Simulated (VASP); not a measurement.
# Ti (Fm-3m) in VASP: further runs

Runs on Ti. Level: LDA. Tasks: single point.

Program: VASP 6.6.1. These are calculated values, not measurements. Logs are shortened: lines on timing, memory, paths and dates and some standing lists are left out, and cuts for length are marked.

## Step 1: The cell of the first run

The structure is cubic, space group Fm-3m (No. 225). The conventional cell has a = 4.060 Å, b = 4.060 Å, c = 4.060 Å, α = 90.00°, β = 90.00°, γ = 90.00°. Ti (site symmetry m-3m) has 12 Ti at 2.87 Å within 3.8 Å.

## Step 2: Single point, LDA

INCAR

```
PREC = Accurate ; ENCUT = 500
EDIFF = 1E-6 ; ISMEAR = -1
SIGMA = 0.2 ; LREAL = F
LASPH = T ; NELM = 120
ALGO = Normal ; ISIF = 2
LWAVE = F ; LCHARG = F
GGA = CA ; NBANDS = 12
GGA_COMPAT = F
```

KPOINTS

```
Automatic mesh
0
Gamma
  8 8 8
```

POSCAR

```
Ti
1.0
    0.0000000000      2.0300000000      2.0300000000
    2.0300000000      0.0000000000      2.0300000000
    2.0300000000      2.0300000000      0.0000000000
Ti
1
Direct
    0.0000000000      0.0000000000      0.0000000000
```

Potentials or basis: VASP PAW LDA potentials, release 64 (Ti_sv).

Launch:

```
$ cat potpaw_LDA.64/Ti_sv/POTCAR > POTCAR
$ mpirun -np 1 vasp_std > vasp.out
```

OUTCAR:

```text
PREC = Accurate
   ENCUT = 500
   EDIFF = 1E-6
   ISMEAR = -1
   LREAL = F
   LASPH = T
   NELM = 120
   ISIF = 2
   GGA = CA

 ion  position               nearest neighbor table
   1  0.000  0.000  0.000-

  LATTYP: Found a face centered cubic cell.
 ALAT       =     4.0600000000

  Lattice vectors:

 A1 = (   0.0000000000,   2.0300000000,   2.0300000000)
 A2 = (   2.0300000000,   0.0000000000,   2.0300000000)
 A3 = (   2.0300000000,   2.0300000000,   0.0000000000)

Analysis of symmetry for initial positions (statically):
=====================================================================
 Subroutine PRICEL returns:
 Original cell was already a primitive cell.

 Routine SETGRP: Setting up the symmetry group for a
 face centered cubic supercell.

 Subroutine GETGRP returns: Found 48 space group operations
 (whereof 48 operations were pure point group operations)
 out of a pool of 48 trial point group operations.

The static configuration has the point symmetry O_h .

Analysis of symmetry for dynamics (positions and initial velocities):
=====================================================================
 Subroutine PRICEL returns:
 Original cell was already a primitive cell.

 Routine SETGRP: Setting up the symmetry group for a
 face centered cubic supercell.

 Subroutine GETGRP returns: Found 48 space group operations
 (whereof 48 operations were pure point group operations)
 out of a pool of 48 trial point group operations.

The dynamic configuration has the point symmetry O_h .

 Subroutine INISYM returns: Found 48 space group operations
 (whereof 48 operations are pure point group operations),
 and found     1 'primitive' translations

----------------------------------------------------------------------------------------

                                     Primitive cell

  volume of cell :      16.7309

  direct lattice vectors                    reciprocal lattice vectors
     0.000000000  2.030000000  2.030000000    -0.246305419  0.246305419  0.246305419
     2.030000000  0.000000000  2.030000000     0.246305419 -0.246305419  0.246305419
     2.030000000  2.030000000  0.000000000     0.246305419  0.246305419 -0.246305419

  length of vectors
     2.870853532  2.870853532  2.870853532     0.426613499  0.426613499  0.426613499

  position of ions in fractional coordinates (direct lattice)
     0.000000000  0.000000000  0.000000000

  ion indices of the primitive-cell ions
   primitive index   ion index
[... 74 lines left out ...]
   LREAL  =      F    real-space projection
   EDIFFG = 0.1E-04   stopping-criterion for IOM
   NSW    =      0    number of steps for IOM
   IBRION =     -1    ionic relax: 0-MD 1-quasi-New 2-CG
   NFREE  =      0    steps in history (QN), initial steepest desc. (CG)
   ISIF   =      2    stress and relaxation
   ISYM   =      2    0-nonsym 1-usesym 2-fastsym
   POTIM  = 0.5000    time-step for ionic-motion
   TEBEG  =    0.0;   TEEND  =   0.0 temperature during run
   PSTRESS=    0.0 pullay stress
   NELECT =      12.0000    total number of electrons
   NUPDOWN=      -1.0000    fix difference up-down
   EMIN   =  10.00;   EMAX   =-10.00  energy-range for DOS
   EFERMI =   0.00;   METHOD = LEGACY
   ISMEAR =    -1;   SIGMA  =   0.20  broadening in eV -4-tet -1-fermi 0-gaus
   EFERMI_NEDOS =   21; number of points for ismear=-14 and -15
   IALGO  =     38    algorithm
   IMIX   =      4    mixing-type and parameters
     AMIX     =   0.40;   BMIX     =  1.00
     AMIX_MAG =   1.60;   BMIX_MAG =  1.00
  volume/ion in A,a.u.               =      16.73       112.91
  Fermi-wavevector in a.u.,A,eV,Ry     =   1.465421  2.769245 29.217967  2.147460
  Thomas-Fermi vector in A             =   2.581280
   LORBIT       =      0    0 simple, 1 ext, 2 COOP (PROOUT), +10 PAW based schemes
   GGA     = CA    functional components
   LHFCALC =     F    Hartree Fock is set to
   AEXX    =    0.0000 exact exchange contribution
   IVDW    =     0    specifies the selected vdW correction
   LEPSILON=     F    determine dielectric tensor
   LRPA    =     F    only Hartree local field effects (RPA)
 non-spin polarized calculation
  energy-cutoff  :      500.00
  volume of cell :       16.73
 maximum number of plane-waves:       444
 NGX is ok and might be reduce to    24
   NGX = 11   NGY = 11   NGZ = 11

 number of electron      12.0000002 magnetization

 Free energy of the ion-electron system (eV)
  ---------------------------------------------------
  ext. energy  EPLUGINS =         0.00000000
  ---------------------------------------------------
  free energy    TOTEN  =        -8.59480705 eV

  energy without entropy =       -8.37923585  energy(sigma->0) =       -8.48702145

 E-fermi :   8.3919     XC(G=0): -11.9620

 val. band max:        8.3630085963   @ k =  -0.3750   0.1250   0.0000
 cond. band min:       8.4639370251   @ k =   0.2500   0.0000   0.0000
 fundamental gap:      0.1009284288
 Fermi energy:         8.3919017093

 k-point     1 :       0.0000    0.0000    0.0000
  band No.  band energies     occupation
      1     -47.5469      2.00000
      2     -23.7297      2.00000
      3     -23.7297      2.00000
      4     -23.7297      2.00000
      5       2.2832      2.00000
      6       9.2690      0.02460
      7       9.2690      0.02460
      8       9.2690      0.02460
      9      10.9624      0.00001
     10      10.9624      0.00001
     11      23.9405      0.00000
     12      28.5122      0.00000
[... 331 lines left out ...]
 k-point    24 :      -0.3750    0.2500    0.1250
  band No.  band energies     occupation
      1     -47.3717      2.00000
      2     -24.4006      2.00000
      3     -24.0334      2.00000
      4     -23.8933      2.00000
      5       6.7770      1.99938
      6       7.6091      1.96086
      7       8.6763      0.38870
      8      10.0006      0.00064
      9      11.9691      0.00000
     10      14.2571      0.00000
     11      16.7857      0.00000
     12      22.3904      0.00000

 [... further k-points ...]
[... 5 lines left out ...]
  --------------------------------------------------------------------------------------
  -------------------------------------------------------------------------------------
  Total       -0.4063132     -0.4063132     -0.4063132     -0.0000000      0.0000000      0.0000000
  in kB      -38.9092951    -38.9092951    -38.9092951     -0.0000000      0.0000000      0.0000000
  external PRESSURE =     -38.9092951 kB  Pullay stress =       0.0000000 kB

 VOLUME and BASIS-vectors are now :
 -----------------------------------------------------------------------------
  energy-cutoff  :      500.00
  volume of cell :       16.73
      direct lattice vectors                 reciprocal lattice vectors
     0.000000000  2.030000000  2.030000000    -0.246305419  0.246305419  0.246305419
     2.030000000  0.000000000  2.030000000     0.246305419 -0.246305419  0.246305419
     2.030000000  2.030000000  0.000000000     0.246305419  0.246305419 -0.246305419

 POSITION                                       TOTAL-FORCE (eV/Angst)
 -----------------------------------------------------------------------------------
      0.00000      0.00000      0.00000         0.000000      0.000000      0.000000
 -----------------------------------------------------------------------------------
    total drift:                               -0.000000      0.000000      0.000000

  FREE ENERGIE OF THE ION-ELECTRON SYSTEM (eV)
  ---------------------------------------------------
  free  energy   TOTEN  =        -8.5948070489 eV

  energy  without entropy=       -8.3792358485  energy(sigma->0) =       -8.48702145
```

OSZICAR:

```text
N       E                     dE             d eps       ncg     rms          rms(c)
DAV:   1     0.874836505489E+02    0.87484E+02   -0.63172E+03   696   0.118E+03
DAV:   2    -0.542142715193E+01   -0.92905E+02   -0.90188E+02   704   0.294E+02
DAV:   3    -0.948858638820E+01   -0.40672E+01   -0.40326E+01   944   0.641E+01
DAV:   4    -0.957033963295E+01   -0.81753E-01   -0.81695E-01   784   0.780E+00
DAV:   5    -0.957256979136E+01   -0.22302E-02   -0.22301E-02   852   0.110E+00    0.838E+00
DAV:   6    -0.860441960662E+01    0.96815E+00   -0.19825E+00   752   0.207E+01    0.222E+00
DAV:   7    -0.858757522973E+01    0.16844E-01   -0.86665E-02   832   0.319E+00    0.126E+00
DAV:   8    -0.859446351342E+01   -0.68883E-02   -0.38964E-02   708   0.258E+00    0.162E-01
DAV:   9    -0.859478052390E+01   -0.31701E-03   -0.30493E-03   892   0.627E-01    0.779E-02
DAV:  10    -0.859481976617E+01   -0.39242E-04   -0.29251E-04   756   0.198E-01    0.132E-02
DAV:  11    -0.859480796731E+01    0.11799E-04   -0.18823E-05   820   0.602E-02    0.100E-02
DAV:  12    -0.859480704888E+01    0.91842E-06   -0.22018E-06   748   0.192E-02
   1 F= -.85948070E+01 E0= -.84870214E+01  d E =-.215571E+00
```

Wall time 7.2 s (1 thread of Intel Xeon 8259CL, shared host); peak memory 0.13 GiB.

What came out:

| Item | Value |
| --- | --- |
| Free energy | -8.5948 eV |
| Pressure | -3.9 GPa |
| Band gap on the k mesh | zero (band 6 reaches 9.27 eV, above the bottom of band 7 at 8.01 eV) |

Levels at points of the mesh, in eV from the Fermi level:
```csv
k point,band 2,band 3,band 4,band 5,band 6,band 7,band 8,band 9,band 10,band 11
"(0.00, 0.00, 0.00)",-32.12,-32.12,-32.12,-6.11,0.88,0.88,0.88,2.57,2.57,15.55
"(0.50, 0.00, 0.00)",-32.90,-32.22,-32.22,-2.67,0.74,0.74,0.83,3.73,3.73,8.59
"(0.50, 0.50, 0.00)",-32.85,-32.39,-32.39,-2.71,-1.82,3.09,3.70,4.04,4.04,11.03
```

## Step 3: Single point, LDA

This run uses another cell than the first one, of 16.81 Å³/atom, 1.005 times its volume.

INCAR

```
ALGO     = Normal         # electronic algorithm
EDIFF    = 1E-6           # SCF threshold, eV
ENCUT    = 500            # plane-wave cutoff, eV
GGA      = CA             # functional
GGA_COMPAT= F            
ISIF     = 2              # what is computed and relaxed
ISMEAR   = -1             # smearing method
LASPH    = T              # aspherical terms in the spheres
LCHARG   = T              # write CHGCAR
LELF     = T              # ELF
LREAL    = F              # projectors in reciprocal space
LVHAR    = T            
LWAVE    = F              # write WAVECAR
NBANDS   = 12             # bands
NELM     = 120            # most SCF steps
PREC     = Accurate       # precision mode
SIGMA    = 0.2            # smearing width, eV
```

KPOINTS

```
k-points
0
Gamma
  8 8 8
```

POSCAR

```
Ti
1.0
    0.0000000000      2.0333777101      2.0333777101
    2.0333777101      0.0000000000      2.0333777101
    2.0333777101      2.0333777101      0.0000000000
Ti
1
Direct
    0.0000000000      0.0000000000      0.0000000000
```

Potentials or basis: VASP PAW LDA potentials, release 64 (Ti_sv).

Launch:

```
$ cat potpaw_LDA.64/Ti_sv/POTCAR > POTCAR
$ mpirun -np 1 vasp_std > vasp.out
```

OUTCAR:

```text
EDIFF = 1E-6
   ENCUT = 500
   GGA = CA
   ISIF = 2
   ISMEAR = -1
   LASPH = T
   LREAL = F
   NELM = 120
   PREC = Accurate

 ion  position               nearest neighbor table
   1  0.000  0.000  0.000-

  LATTYP: Found a face centered cubic cell.
 ALAT       =     4.0667554202

  Lattice vectors:

 A1 = (   0.0000000000,   2.0333777101,   2.0333777101)
 A2 = (   2.0333777101,   0.0000000000,   2.0333777101)
 A3 = (   2.0333777101,   2.0333777101,   0.0000000000)

Analysis of symmetry for initial positions (statically):
=====================================================================
 Subroutine PRICEL returns:
 Original cell was already a primitive cell.

 Routine SETGRP: Setting up the symmetry group for a
 face centered cubic supercell.

 Subroutine GETGRP returns: Found 48 space group operations
 (whereof 48 operations were pure point group operations)
 out of a pool of 48 trial point group operations.

The static configuration has the point symmetry O_h .

Analysis of symmetry for dynamics (positions and initial velocities):
=====================================================================
 Subroutine PRICEL returns:
 Original cell was already a primitive cell.

[... 158 lines left out ...]
 Fermi energy:         8.3374411880

 k-point     1 :       0.0000    0.0000    0.0000
  band No.  band energies     occupation
      1     -47.6089      2.00000
      2     -23.7984      2.00000
      3     -23.7984      2.00000
      4     -23.7984      2.00000
      5       2.2397      2.00000
      6       9.2119      0.02493
      7       9.2119      0.02493
      8       9.2119      0.02493
      9      10.8935      0.00001
     10      10.8935      0.00001
     11      23.8586      0.00000
     12      28.4052      0.00000
[... 331 lines left out ...]
 k-point    24 :      -0.3750    0.2500    0.1250
  band No.  band energies     occupation
      1     -47.4372      2.00000
      2     -24.4587      2.00000
      3     -24.0974      2.00000
      4     -23.9595      2.00000
      5       6.7292      1.99936
      6       7.5593      1.95996
      7       8.6194      0.39255
      8       9.9388      0.00067
      9      11.8934      0.00000
     10      14.1679      0.00000
     11      16.6799      0.00000
     12      22.2851      0.00000

 [... further k-points ...]
[... 5 lines left out ...]
  --------------------------------------------------------------------------------------
  -------------------------------------------------------------------------------------
  Total       -0.4618185     -0.4618185     -0.4618185     -0.0000000      0.0000000      0.0000000
  in kB      -44.0045613    -44.0045613    -44.0045613     -0.0000000      0.0000000      0.0000000
  external PRESSURE =     -44.0045613 kB  Pullay stress =       0.0000000 kB

 VOLUME and BASIS-vectors are now :
 -----------------------------------------------------------------------------
  energy-cutoff  :      500.00
  volume of cell :       16.81
      direct lattice vectors                 reciprocal lattice vectors
     0.000000000  2.033377710  2.033377710    -0.245896273  0.245896273  0.245896273
     2.033377710  0.000000000  2.033377710     0.245896273 -0.245896273  0.245896273
     2.033377710  2.033377710  0.000000000     0.245896273  0.245896273 -0.245896273

 POSITION                                       TOTAL-FORCE (eV/Angst)
 -----------------------------------------------------------------------------------
      0.00000      0.00000      0.00000        -0.000000      0.000000      0.000000
 -----------------------------------------------------------------------------------
    total drift:                                0.000000     -0.000000     -0.000000

  FREE ENERGIE OF THE ION-ELECTRON SYSTEM (eV)
  ---------------------------------------------------
  free  energy   TOTEN  =        -8.5926885518 eV

  energy  without entropy=       -8.3758703015  energy(sigma->0) =       -8.48427943
```

It took 6.7 s on 1 thread of Intel Xeon 8259CL, shared host; peak memory 0.12 GiB.

Results:

```
Free energy            : -8.5927 eV
Pressure               : -4.4 GPa
Band gap on the k mesh : zero (band 6 reaches 9.21 eV, above the bottom of band 7 at 7.96 eV)
```

[end of part 1 of 2]
